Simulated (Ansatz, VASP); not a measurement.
CO: VASP beside Ansatz

INCAR

```
PREC     = Accurate       # precision mode
ENCUT    = 1000           # plane-wave cutoff, eV
EDIFF    = 1E-6           # SCF threshold, eV
ISMEAR   = 0              # smearing method
SIGMA    = 0.1            # smearing width, eV
LREAL    = F              # projectors in reciprocal space
LASPH    = T              # aspherical terms in the spheres
NELM     = 120            # most SCF steps
ALGO     = Normal         # electronic algorithm
ISIF     = 2              # what is computed and relaxed
LWAVE    = F              # write WAVECAR
LCHARG   = T              # write CHGCAR
LDIPOL   = T            
IDIPOL   = 3            
DIPOL    = 0.5 0.5 0.678
GGA      = PE             # functional
IVDW     = 12             # dispersion correction
LELF     = T              # ELF
LVHAR    = T            
LVACPOTAV= T            
NBANDS   = 12             # bands
GGA_COMPAT= F            
NELMDL   = -8
```

Contents of KPOINTS:

```
regular mesh
0
Gamma
  4 3 1
```

POSCAR

```
CO
1.0
    5.6653313018      0.0000000000      0.0000000000
    0.0000000000      5.8038113749      0.0000000000
    0.0000000000      0.0000000000     23.8639561044
C O
1 1
Direct
   -0.0060915147      0.0719029625      0.6551629375
   -0.0086776903     -0.0078235422      0.7003137757
```

Input for Ansatz:

```yaml
crystal:
  lattice:
    - [5.6653313018, 0.0, 0.0]
    - [0.0, 5.8038113749, 0.0]
    - [0.0, 0.0, 23.8639561044]
  atoms:
    - { symbol: C, position: [-0.0060915147, 0.0719029625, 0.6551629375] }
    - { symbol: O, position: [-0.0086776903, -0.0078235422, 0.7003137757] }
basis:
  ecutwfc: 420
kpoints:
  mp_grid: { grid: [4, 3, 1] }
hamiltonian:
  xc: pbe
  dispersion: d3bj
scf:
  occupations: { method: gaussian, width: 0.1 }
output:
  forces: true
  eigenvalues: true
  write_density: true
  volumetric_format: npy
efield:
  axis: 3
  dipole_correction: true
  ramp_width: 0.04
```

Alike in both runs: task single point; functional PBE; dispersion D3(BJ); k mesh 4 × 3 × 1; occupations gaussian, width 0.1 eV; no spin polarisation.

|  | VASP | Ansatz |
| --- | --- | --- |
| version | VASP 6.6.1 | Ansatz 0.2.0 |
| potentials or method | VASP PAW PBE potentials, release 64 (C_h, O_h), cutoff 1000 eV | scalar-relativistic, plane waves, PAW |
| valence electrons in the cell | 10 | 10 |

|  | VASP | Ansatz | Ansatz less VASP |
| --- | --- | --- | --- |
| gap on the k mesh at the Fermi level (eV) | 6.62 | 6.61 | -0.005 |
| rms of the force components (eV/Å) | 2.151 | 2.156 | +0.0053 |

Atom by atom the forces differ by 0.005 eV/Å (rms over components).
